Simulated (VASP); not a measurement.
# LaF5 (P4/mmm) in VASP: relaxation of cell and atoms with PBE

Aim: the relaxation of cell and atoms of LaF5 with PBE.

Everything below comes from runs of VASP 6.6.1. Logs are shortened: lines on timing, memory, paths and dates and some standing lists are left out, and cuts for length are marked.

## (1) The cell of the first run

The structure is tetragonal, space group P4/mmm (No. 123). Conventional cell: a = 6.404 Å, b = 6.404 Å, c = 4.674 Å, α = 90.00°, β = 90.00°, γ = 90.00°. Within 3.0 Å of La (site symmetry 4/mmm) lie 6 F at 2.23 to 2.34 Å. F (site symmetry m2m) has 1 F at 1.93 Å and 1 La at 2.23 Å within 2.6 Å. Within 3.1 Å of F (site symmetry 4/mmm) lie 2 La at 2.34 Å.

The cell was built from a structure type or drawn by symmetry, and may not be a known phase.

## (2) Relaxation of cell and atoms, PBE

INCAR

```
PREC = Accurate
ENCUT = 600
EDIFF = 1E-6
ISMEAR = 0
SIGMA = 0.1
LREAL = F
LASPH = T
NELM = 80
ALGO = Normal
ISIF = 3
LWAVE = F
LCHARG = F
GGA = PE
IBRION = 2
NSW = 100
EDIFFG = -0.01
```

KPOINTS

```
regular mesh
0
Gamma
  6 6 8
```

POSCAR

```
LaF5
1.0
    6.4037605530      0.0000000000      0.0000000000
    0.0000000000      6.4037605530      0.0000000000
    0.0000000000      0.0000000000      4.6742510556
La F
1 5
Direct
    0.0000000000      0.0000000000      0.5000000000
    0.6510415717      0.0000000000      0.5000000000
    0.3489584283      0.0000000000      0.5000000000
    0.0000000000      0.6510415717      0.5000000000
    0.0000000000      0.3489584283      0.5000000000
    0.0000000000      0.0000000000      0.0000000000
```

Potentials or basis: VASP PAW PBE potentials, release 64 (La, F).

Command:

```bash
cat potpaw_PBE.64/La/POTCAR potpaw_PBE.64/F/POTCAR > POTCAR
mpirun -np 1 vasp_std > vasp.out
```

OUTCAR:

```text
PREC = Accurate
   ENCUT = 600
   EDIFF = 1E-6
   ISMEAR = 0
   LREAL = F
   LASPH = T
   NELM = 80
   ISIF = 3
   GGA = PE
   IBRION = 2
   NSW = 100
   EDIFFG = -0.01

 ion  position               nearest neighbor table
   1  0.000  0.000  0.500-   2 2.23   3 2.23   4 2.23   5 2.23   6 2.34   6 2.34
   2  0.651  0.000  0.500-   1 2.23
   3  0.349  0.000  0.500-   1 2.23
   4  0.000  0.651  0.500-   1 2.23
   5  0.000  0.349  0.500-   1 2.23
   6  0.000  0.000  0.000-   1 2.34   1 2.34

  LATTYP: Found a simple tetragonal cell.
 ALAT       =     6.4037605530
 C/A-ratio  =     0.7299228347

  Lattice vectors:

 A1 = (   6.4037605530,   0.0000000000,   0.0000000000)
 A2 = (   0.0000000000,   6.4037605530,   0.0000000000)
 A3 = (   0.0000000000,   0.0000000000,   4.6742510556)

Analysis of symmetry for initial positions (statically):
=====================================================================
 Subroutine PRICEL returns:
 Original cell was already a primitive cell.

 Routine SETGRP: Setting up the symmetry group for a
 simple tetragonal supercell.

 Subroutine GETGRP returns: Found 16 space group operations
 (whereof 16 operations were pure point group operations)
 out of a pool of 16 trial point group operations.

The static configuration has the point symmetry D_4h.

Analysis of symmetry for dynamics (positions and initial velocities):
=====================================================================
 Subroutine PRICEL returns:
 Original cell was already a primitive cell.

 Routine SETGRP: Setting up the symmetry group for a
 simple tetragonal supercell.

 Subroutine GETGRP returns: Found 16 space group operations
 (whereof 16 operations were pure point group operations)
 out of a pool of 16 trial point group operations.

The dynamic configuration has the point symmetry D_4h.

 Subroutine INISYM returns: Found 16 space group operations
 (whereof 16 operations are pure point group operations),
 and found     1 'primitive' translations

----------------------------------------------------------------------------------------

                                     Primitive cell

  volume of cell :     191.6824

  direct lattice vectors                    reciprocal lattice vectors
     6.403760553  0.000000000  0.000000000     0.156158244  0.000000000  0.000000000
     0.000000000  6.403760553  0.000000000     0.000000000  0.156158244  0.000000000
     0.000000000  0.000000000  4.674251056     0.000000000  0.000000000  0.213938017

  length of vectors
     6.403760553  6.403760553  4.674251056     0.156158244  0.156158244  0.213938017

  position of ions in fractional coordinates (direct lattice)
     0.000000000  0.000000000  0.500000000
     0.651041572  0.000000000  0.500000000
     0.348958428  0.000000000  0.500000000
     0.000000000  0.651041572  0.500000000
     0.000000000  0.348958428  0.500000000
     0.000000000  0.000000000  0.000000000

  ion indices of the primitive-cell ions
   primitive index   ion index
                 1           1
                 2           2
                 3           3
                 4           4
                 5           5
                 6           6

----------------------------------------------------------------------------------------

 KPOINTS: regular mesh

Automatic generation of k-mesh.
 Grid dimensions read from file:
[... 65 lines left out ...]
   EDIFF  = 0.1E-05   stopping-criterion for ELM
   LREAL  =      F    real-space projection
   EDIFFG = -.1E-01   stopping-criterion for IOM
   NSW    =    100    number of steps for IOM
   IBRION =      2    ionic relax: 0-MD 1-quasi-New 2-CG
   NFREE  =      1    steps in history (QN), initial steepest desc. (CG)
   ISIF   =      3    stress and relaxation
   ISYM   =      2    0-nonsym 1-usesym 2-fastsym
   POTIM  = 0.5000    time-step for ionic-motion
   TEBEG  =    0.0;   TEEND  =   0.0 temperature during run
   PSTRESS=    0.0 pullay stress
   NELECT =      46.0000    total number of electrons
   NUPDOWN=      -1.0000    fix difference up-down
   EMIN   =  10.00;   EMAX   =-10.00  energy-range for DOS
   EFERMI =   0.00;   METHOD = LEGACY
   ISMEAR =     0;   SIGMA  =   0.10  broadening in eV -4-tet -1-fermi 0-gaus
   EFERMI_NEDOS =   21; number of points for ismear=-14 and -15
   IALGO  =     38    algorithm
   IMIX   =      4    mixing-type and parameters
     AMIX     =   0.40;   BMIX     =  1.00
     AMIX_MAG =   1.60;   BMIX_MAG =  1.00
  volume/ion in A,a.u.               =      31.95       215.59
  Fermi-wavevector in a.u.,A,eV,Ry     =   1.017341  1.922496 14.081805  1.034983
  Thomas-Fermi vector in A             =   2.150737
   LORBIT       =      0    0 simple, 1 ext, 2 COOP (PROOUT), +10 PAW based schemes
   GGA     = PE    functional components
   LHFCALC =     F    Hartree Fock is set to
   AEXX    =    0.0000 exact exchange contribution
   IVDW    =     0    specifies the selected vdW correction
   LEPSILON=     F    determine dielectric tensor
   LRPA    =     F    only Hartree local field effects (RPA)
 conjugate gradient relaxation of ions
 non-spin polarized calculation
 Gauss-broadening in eV      SIGMA  =   0.10
  energy-cutoff  :      600.00
  volume of cell :      191.68
 maximum number of plane-waves:      6422
 NGX is ok and might be reduce to    54
   NGX = 25   NGY = 25   NGZ = 19

--------------------------------------- Ionic step        1  -------------------------------------------

 number of electron      46.0000040 magnetization

 Free energy of the ion-electron system (eV)
  ---------------------------------------------------
  ext. energy  EPLUGINS =         0.00000000
  ---------------------------------------------------
  free energy    TOTEN  =       -28.37692957 eV

  energy without entropy =      -28.37630897  energy(sigma->0) =      -28.37661927

------------------------ aborting loop because EDIFF is reached ----------------------------------------

  FORCE on cell =-STRESS in cart. coord.  units (eV):
  Direction    XX          YY          ZZ          XY          YZ          ZX
  --------------------------------------------------------------------------------------
  -------------------------------------------------------------------------------------
  Total       -0.2073570     -0.2073570     -0.3710368      0.0000000      0.0000000      0.0000000
  in kB       -1.7331938     -1.7331938     -3.1013114      0.0000000      0.0000000      0.0000000
  external PRESSURE =      -2.1892330 kB  Pullay stress =       0.0000000 kB

 VOLUME and BASIS-vectors are now :
 -----------------------------------------------------------------------------
  energy-cutoff  :      600.00
  volume of cell :      191.68
      direct lattice vectors                 reciprocal lattice vectors
     6.403760553  0.000000000  0.000000000     0.156158244  0.000000000  0.000000000
     0.000000000  6.403760553  0.000000000     0.000000000  0.156158244  0.000000000
     0.000000000  0.000000000  4.674251056     0.000000000  0.000000000  0.213938017

 POSITION                                       TOTAL-FORCE (eV/Angst)
 -----------------------------------------------------------------------------------
      0.00000      0.00000      2.33713        -0.000000      0.000000      0.000000
      4.16911      0.00000      2.33713         0.038826      0.000000      0.000000
      2.23465      0.00000      2.33713        -0.038826      0.000000      0.000000
      0.00000      4.16911      2.33713         0.000000      0.038826      0.000000
      0.00000      2.23465      2.33713         0.000000     -0.038826      0.000000
      0.00000      0.00000      0.00000        -0.000000      0.000000      0.000000
 -----------------------------------------------------------------------------------
    total drift:                                0.000000      0.000000      0.000000

  FREE ENERGIE OF THE ION-ELECTRON SYSTEM (eV)
  ---------------------------------------------------
  free  energy   TOTEN  =       -28.3769295669 eV

  energy  without entropy=      -28.3763089664  energy(sigma->0) =      -28.37661927

--------------------------------------- Ionic step        2  -------------------------------------------

 number of electron      46.0000038 magnetization

 Free energy of the ion-electron system (eV)
  ---------------------------------------------------
  ext. energy  EPLUGINS =         0.00000000
  ---------------------------------------------------
  free energy    TOTEN  =       -28.37800052 eV

  energy without entropy =      -28.37742090  energy(sigma->0) =      -28.37771071

 E-fermi :  -5.0958     XC(G=0):  -5.5150

 val. band max:       -5.2667645532   @ k =   0.3333   0.3333   0.2500
 cond. band min:      -4.9258593243   @ k =   0.1667   0.1667   0.5000
 fundamental gap:      0.3409052290
 Fermi energy:        -5.0958334032

 k-point     1 :       0.0000    0.0000    0.0000
  band No.  band energies     occupation
      1     -33.8755      2.00000
      2     -26.0273      2.00000
      3     -25.8329      2.00000
      4     -25.3076      2.00000
      5     -25.3076      2.00000
      6     -24.7426      2.00000
[... 709 lines left out ...]
     26       1.3186      0.00000
     27       1.3272      0.00000

 [... further k-points ...]
[... 5 lines left out ...]
  --------------------------------------------------------------------------------------
  -------------------------------------------------------------------------------------
  Total        0.0232876      0.0232876     -0.0564688      0.0000000     -0.0000000      0.0000000
  in kB        0.1958844      0.1958844     -0.4749891      0.0000000     -0.0000000      0.0000000
  external PRESSURE =      -0.0277401 kB  Pullay stress =       0.0000000 kB

 VOLUME and BASIS-vectors are now :
 -----------------------------------------------------------------------------
  energy-cutoff  :      600.00
  volume of cell :      190.47
      direct lattice vectors                 reciprocal lattice vectors
     6.393083933  0.000000000  0.000000000     0.156419032  0.000000000  0.000000000
     0.000000000  6.393083933  0.000000000     0.000000000  0.156419032 -0.000000000
     0.000000000  0.000000000  4.660306362    -0.000000000  0.000000000  0.214578168

 POSITION                                       TOTAL-FORCE (eV/Angst)
 -----------------------------------------------------------------------------------
      6.39308      0.00000      2.33015         0.000000      0.000000     -0.000000
      4.16403      0.00000      2.33015        -0.003360     -0.000000     -0.000000
      2.22905      0.00000      2.33015         0.003360     -0.000000      0.000000
      0.00000      4.16403      2.33015        -0.000000     -0.003360      0.000000
      0.00000      2.22905      2.33015         0.000000      0.003360      0.000000
      6.39308      0.00000      0.00000         0.000000      0.000000     -0.000000
 -----------------------------------------------------------------------------------
    total drift:                                0.000000      0.000000      0.000000

  FREE ENERGIE OF THE ION-ELECTRON SYSTEM (eV)
  ---------------------------------------------------
  free  energy   TOTEN  =       -28.3780005222 eV

  energy  without entropy=      -28.3774209030  energy(sigma->0) =      -28.37771071

 reached required accuracy - stopping structural energy minimisation
```

It took 13 min on 1 thread of Intel Xeon 8259CL, shared host; peak memory 0.57 GiB.

What came out:

```yaml
Free_energy: -28.3780 eV
Relaxed_volume: 31.75 Å³/atom
Relaxed_cell: a = 6.393 Å, b = 6.393 Å, c = 4.660 Å, α = 90.00°, β = 90.00°, γ = 90.00°
Space_group_after_relaxing_to_0.1_Å: P4/mmm (No. 123)
Energy_gained_by_relaxing: 0.2 meV/atom
Ionic_steps: 2
Pressure_after_relaxing: 0.0 GPa
Largest_force_after_relaxing: 0.003 eV/Å
Band_gap_on_the_k_mesh: zero (bands 23 and 24 overlap by 0.95 eV)
```

Forces on the atoms (eV/Å):
```
La   0.000  0.000  0.000
F   -0.003  0.000  0.000
F    0.003  0.000  0.000
F    0.000 -0.003  0.000
F    0.000  0.003  0.000
F    0.000  0.000  0.000
```

The path:
```csv
step,energy change (eV),largest force (eV/Å),pressure (GPa),volume (Å³)
1,0.0000,0.0388,-0.22,191.68
2,-0.0011,0.0034,0.00,190.47
```

Final structure:
```
La F
1.0
     6.39308    0.00000    0.00000
     0.00000    6.39308    0.00000
     0.00000    0.00000    4.66031
La F
1 5
Cartesian
  6.3931 0.0000 2.3302
  4.1640 0.0000 2.3302
  2.2291 0.0000 2.3302
  0.0000 4.1640 2.3302
  0.0000 2.2291 2.3302
  6.3931 0.0000 0.0000
```

Caveat: spin-orbit coupling is left out, which moves the levels of the heavy elements.
